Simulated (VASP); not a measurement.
# H2CI2 (Fmm2) in VASP: a series of runs, part 2 of 2

VASP 6.6.1.

## (3) Relaxation of shape and atoms at fixed volume, PBE (29.24 Å³/atom)

This run uses another cell than the first one, of 29.24 Å³/atom.

File INCAR:

```
SYSTEM = H2CI2
PREC = Accurate ; ENCUT = 600
EDIFF = 1E-6 ; ISMEAR = 0
SIGMA = 0.02 ; LREAL = .FALSE.
LASPH = .TRUE. ; NELM = 100
ALGO = Normal ; ISIF = 4
LWAVE = .FALSE. ; LCHARG = .FALSE.
GGA = PE ; IBRION = 2
NSW = 50 ; EDIFFG = -0.01
```

File KPOINTS:

```
regular mesh
0
G
  6 6 6
  0 0 0
```

File POSCAR:

```
H2CI2
1.0
    0.0000000000      6.6214244136      2.6007573856
    4.2450523296      0.0000000000      2.6007573856
    4.2450523296      6.6214244136      0.0000000000
H C I
2 1 2
Direct
    0.7731808565      0.9885362235      0.2268191435
    0.9885362235      0.7731808565      0.0114637765
    0.9989331510      0.9989331510      0.0010668490
    0.3651838951      0.0901858741      0.9098141259
    0.0901858741      0.3651838951      0.6348161049
```

Potentials or basis: VASP PAW PBE potentials, release 64 (H, C, I).

Launch:

```console
> cat potpaw_PBE.64/H/POTCAR potpaw_PBE.64/C/POTCAR potpaw_PBE.64/I/POTCAR > POTCAR
> mpirun -np 1 vasp_std > vasp.out
```

OUTCAR:

```text
SYSTEM = H2CI2
   PREC = Accurate
   ENCUT = 600
   EDIFF = 1E-6
   ISMEAR = 0
   LREAL = .FALSE.
   LASPH = .TRUE.
   NELM = 100
   ISIF = 4
   GGA = PE
   IBRION = 2
   NSW = 50
   EDIFFG = -0.01

 ion  position               nearest neighbor table
   1  0.773  0.989  0.227-   3 1.10
   2  0.989  0.773  0.011-   3 1.10
   3  0.999  0.999  0.001-   1 1.10   2 1.10   4 2.18   5 2.18
   4  0.365  0.090  0.910-   3 2.18
   5  0.090  0.365  0.635-   3 2.18

  LATTYP: Found a face centered orthorhombic cell.
 ALAT       =     5.2015147712
 B/A-ratio  =     1.6322369603
 C/A-ratio  =     2.5459600539

  Lattice vectors:

 A1 = (   4.2450523296,   6.6214244136,   0.0000000000)
 A2 = (   0.0000000000,   6.6214244136,   2.6007573856)
 A3 = (   4.2450523296,   0.0000000000,   2.6007573856)

Analysis of symmetry for initial positions (statically):
=====================================================================
 Subroutine PRICEL returns:
 Original cell was already a primitive cell.

 Routine SETGRP: Setting up the symmetry group for a
 face centered orthorhombic supercell.

 Subroutine GETGRP returns: Found  4 space group operations
 (whereof  4 operations were pure point group operations)
 out of a pool of  8 trial point group operations.

The static configuration has the point symmetry C_2v.

Analysis of symmetry for dynamics (positions and initial velocities):
=====================================================================
 Subroutine PRICEL returns:
 Original cell was already a primitive cell.

 Routine SETGRP: Setting up the symmetry group for a
 face centered orthorhombic supercell.

 Subroutine GETGRP returns: Found  4 space group operations
 (whereof  4 operations were pure point group operations)
 out of a pool of  8 trial point group operations.

The dynamic configuration has the point symmetry C_2v.

 Subroutine INISYM returns: Found  4 space group operations
 (whereof  4 operations are pure point group operations),
 and found     1 'primitive' translations

----------------------------------------------------------------------------------------

                                     Primitive cell

  volume of cell :     146.2057

  direct lattice vectors                    reciprocal lattice vectors
     0.000000000  6.621424414  2.600757386    -0.117784178  0.075512453  0.192251689
     4.245052330  0.000000000  2.600757386     0.117784178 -0.075512453  0.192251689
     4.245052330  6.621424414  0.000000000     0.117784178  0.075512453 -0.192251689

  length of vectors
     7.113873786  4.978394145  7.865349995     0.237772907  0.237772907  0.237772907

  position of ions in fractional coordinates (direct lattice)
     0.773180856  0.988536223  0.226819144
     0.988536223  0.773180856  0.011463777
     0.998933151  0.998933151  0.001066849
     0.365183895  0.090185874  0.909814126
     0.090185874  0.365183895  0.634816105

  ion indices of the primitive-cell ions
   primitive index   ion index
                 1           1
                 2           2
                 3           3
                 4           4
                 5           5

[... 78 lines left out ...]
   ISYM   =      2    0-nonsym 1-usesym 2-fastsym
   POTIM  = 0.5000    time-step for ionic-motion
   TEBEG  =    0.0;   TEEND  =   0.0 temperature during run
   PSTRESS=    0.0 pullay stress
   NELECT =      20.0000    total number of electrons
   NUPDOWN=      -1.0000    fix difference up-down
   EMIN   =  10.00;   EMAX   =-10.00  energy-range for DOS
   EFERMI =   0.00;   METHOD = LEGACY
   ISMEAR =     0;   SIGMA  =   0.02  broadening in eV -4-tet -1-fermi 0-gaus
   EFERMI_NEDOS =   21; number of points for ismear=-14 and -15
   IALGO  =     38    algorithm
   IMIX   =      4    mixing-type and parameters
     AMIX     =   0.40;   BMIX     =  1.00
     AMIX_MAG =   1.60;   BMIX_MAG =  1.00
  volume/ion in A,a.u.               =      29.24       197.33
  Fermi-wavevector in a.u.,A,eV,Ry     =   0.843523  1.594027  9.680959  0.711530
  Thomas-Fermi vector in A             =   1.958404
   LORBIT       =      0    0 simple, 1 ext, 2 COOP (PROOUT), +10 PAW based schemes
   GGA     = PE    functional components
   LHFCALC =     F    Hartree Fock is set to
   AEXX    =    0.0000 exact exchange contribution
   IVDW    =     0    specifies the selected vdW correction
   LEPSILON=     F    determine dielectric tensor
   LRPA    =     F    only Hartree local field effects (RPA)
 conjugate gradient relaxation of ions
 non-spin polarized calculation
 Gauss-broadening in eV      SIGMA  =   0.02
  energy-cutoff  :      600.00
  volume of cell :      146.21
 maximum number of plane-waves:      4906
 NGX is ok and might be reduce to    60
   NGX = 29   NGY = 19   NGZ = 31

--------------------------------------- Ionic step        1  -------------------------------------------

 number of electron      20.0000000 magnetization

 Free energy of the ion-electron system (eV)
  ---------------------------------------------------
  ext. energy  EPLUGINS =         0.00000000
  ---------------------------------------------------
  free energy    TOTEN  =       -18.65825317 eV

  energy without entropy =      -18.65825317  energy(sigma->0) =      -18.65825317

------------------------ aborting loop because EDIFF is reached ----------------------------------------

  FORCE on cell =-STRESS in cart. coord.  units (eV):
  Direction    XX          YY          ZZ          XY          YZ          ZX
  --------------------------------------------------------------------------------------
  -------------------------------------------------------------------------------------
  Total       -0.5549399     -1.0636288     -0.7433176      0.0000000      0.0000000      0.0000000
  in kB       -6.0812416    -11.6556458     -8.1455550      0.0000000      0.0000000      0.0000000
  external PRESSURE =      -8.6274808 kB  Pullay stress =       0.0000000 kB
[... 98 lines left out ...]
  FREE ENERGIE OF THE ION-ELECTRON SYSTEM (eV)
  ---------------------------------------------------
  free  energy   TOTEN  =       -18.6664831248 eV

  energy  without entropy=      -18.6664831248  energy(sigma->0) =      -18.66648312

[... ionic steps 4 to 8 ...]

--------------------------------------- Ionic step        9  -------------------------------------------

 number of electron      20.0000000 magnetization

------------------------ aborting loop because EDIFF is reached ----------------------------------------
[... 73 lines left out ...]
--------------------------------------- Ionic step       11  -------------------------------------------

 number of electron      20.0000000 magnetization

 Free energy of the ion-electron system (eV)
  ---------------------------------------------------
  ext. energy  EPLUGINS =         0.00000000
  ---------------------------------------------------
  free energy    TOTEN  =       -18.66813064 eV

  energy without entropy =      -18.66813064  energy(sigma->0) =      -18.66813064

 E-fermi :  -0.4998     XC(G=0):  -6.6839

 val. band max:       -0.6188503839   @ k =   0.0000   0.0000   0.0000
 cond. band min:       2.3872797615   @ k =   0.5000   0.0000   0.5000
 fundamental gap:      3.0061301455
 Fermi energy:        -0.4998022080

 k-point     1 :       0.0000    0.0000    0.0000
  band No.  band energies     occupation
      1     -14.0361      2.00000
      2     -11.8455      2.00000
      3     -10.1795      2.00000
      4      -5.7474      2.00000
      5      -4.6463      2.00000
      6      -3.6784      2.00000
      7      -1.1933      2.00000
      8      -0.8383      2.00000
      9      -0.7247      2.00000
     10      -0.6189      2.00000
     11       2.5778      0.00000
     12       4.1913      0.00000
     13       4.3262      0.00000
     14       5.8054      0.00000
[... 377 lines left out ...]
      1     -13.9189      2.00000
      2     -11.9423      2.00000
      3     -10.1238      2.00000
      4      -5.9465      2.00000
      5      -4.4448      2.00000
      6      -3.9123      2.00000
      7      -1.5750      2.00000
      8      -1.4772      2.00000
      9      -0.9292      2.00000
     10      -0.8462      2.00000
     11       2.9829      0.00000
     12       4.1065      0.00000
     13       6.2377      0.00000
     14       6.2685      0.00000

 [... further k-points ...]

------------------------ aborting loop because EDIFF is reached ----------------------------------------

  FORCE on cell =-STRESS in cart. coord.  units (eV):
  Direction    XX          YY          ZZ          XY          YZ          ZX
  --------------------------------------------------------------------------------------
  -------------------------------------------------------------------------------------
  Total       -0.0824246     -0.1281093     -0.1118260      0.0000000      0.0000000      0.0000000
  in kB       -0.9032401     -1.4038696     -1.2254316      0.0000000      0.0000000      0.0000000
  external PRESSURE =      -1.1775138 kB  Pullay stress =       0.0000000 kB
[... 20 lines left out ...]
  FREE ENERGIE OF THE ION-ELECTRON SYSTEM (eV)
  ---------------------------------------------------
  free  energy   TOTEN  =       -18.6681306365 eV

  energy  without entropy=      -18.6681306365  energy(sigma->0) =      -18.66813064

 reached required accuracy - stopping structural energy minimisation
```

OSZICAR:

```text
N       E                     dE             d eps       ncg     rms          rms(c)
DAV:   1     0.109422537928E+03    0.10942E+03   -0.79712E+03  1288   0.125E+03
DAV:   2    -0.806819741255E+01   -0.11749E+03   -0.11422E+03  1656   0.185E+02
DAV:   3    -0.199595974418E+02   -0.11891E+02   -0.11802E+02  1672   0.684E+01
DAV:   4    -0.202534297864E+02   -0.29383E+00   -0.29345E+00  1626   0.130E+01
[... 71 lines left out ...]
DAV:   1    -0.186681510485E+02   -0.44488E-04   -0.21726E-03  1288   0.304E-01    0.383E-02
DAV:   2    -0.186681387339E+02    0.12315E-04   -0.62957E-05  1696   0.600E-02    0.116E-02
DAV:   3    -0.186681327286E+02    0.60054E-05   -0.85306E-06  1648   0.187E-02    0.608E-03
DAV:   4    -0.186681307211E+02    0.20075E-05   -0.41782E-06  1594   0.132E-02    0.175E-03
DAV:   5    -0.186681306365E+02    0.84643E-07   -0.39211E-07   668   0.482E-03
  11 F= -.18668131E+02 E0= -.18668131E+02  d E =-.241278E-04
```

It took 7.3 min on 1 thread of Intel Xeon 6975P-C (Granite Rapids), shared host; peak memory 0.5 GiB.

Results:

- Free energy: -18.6681 eV
- Energy gained by relaxing: 2.0 meV/atom
- Ionic steps: 11
- Pressure after relaxing: -0.1 GPa
- Largest force after relaxing: 0.006 eV/Å
- Band gap on the k mesh: 3.01 eV (least direct gap 3.10 eV)

Forces in eV/Å, atoms in the order of the input:
```
H    0.005  0.000 -0.001
H   -0.005  0.000 -0.001
C    0.000  0.000 -0.004
I    0.000  0.005  0.003
I    0.000 -0.005  0.003
```

Step by step:
```tsv
step	energy change (eV)	largest force (eV/Å)	pressure (GPa)	volume (Å³)
1	0.0000	0.3252	-0.86	146.21
2	-0.0078	0.3503	-0.09	146.21
3	-0.0082	0.2687	-0.23	146.21
4	-0.0074	0.2981	0.00	146.21
5	-0.0097	0.0193	-0.13	146.21
6	-0.0097	0.0234	-0.13	146.21
7	-0.0098	0.0132	-0.14	146.21
8	-0.0098	0.0155	-0.15	146.21
9	-0.0099	0.0141	-0.13	146.21
10	-0.0099	0.0128	-0.13	146.21
11	-0.0099	0.0063	-0.12	146.21
```

Final structure:
```cif
data_structure
_symmetry_space_group_name_H-M 'P 1'
_symmetry_Int_Tables_number 1
_cell_length_a 7.0921
_cell_length_b 4.9922
_cell_length_c 7.8555
_cell_angle_alpha 62.404
_cell_angle_beta 38.597
_cell_angle_gamma 78.999
_cell_volume 146.21
loop_
_atom_site_label
_atom_site_type_symbol
_atom_site_fract_x
_atom_site_fract_y
_atom_site_fract_z
_atom_site_occupancy
H1 H 0.77633 0.98872 0.22367 1
H2 H 0.98872 0.77633 0.01128 1
C1 C 0.99971 0.99971 0.00029 1
I1 I 0.36237 0.08889 0.91111 1
I2 I 0.08889 0.36237 0.63763 1
```

Levels at points of the mesh, in eV from the valence-band top:
```
           k point  band 6  band 7  band 8  band 9  band 10  band 11  band 12  band 13  band 14
(0.00, 0.00, 0.00)   -3.06   -0.57   -0.22   -0.11     0.00     3.20     4.81     4.95     6.42
(0.50, 0.00, 0.00)   -3.30   -0.97   -0.54   -0.38    -0.09     3.59     4.77     5.91     7.00
(0.50, 0.50, 0.00)   -3.32   -1.16   -1.08   -0.23    -0.21     3.31     4.45     7.32     7.44
(0.50, 0.00, 0.50)   -3.35   -0.99   -0.26   -0.20    -0.09     3.01     4.49     6.11     6.50
(0.00, 0.50, 0.50)   -3.13   -0.79   -0.58   -0.57    -0.12     3.42     4.63     6.90     6.96
```

Caveat: this functional lacks dispersion, which holds the molecules together, so the pressure and a relaxed volume are unreliable; spin-orbit coupling is left out, which moves the levels of the heavy elements. A k mesh can miss the band edges.
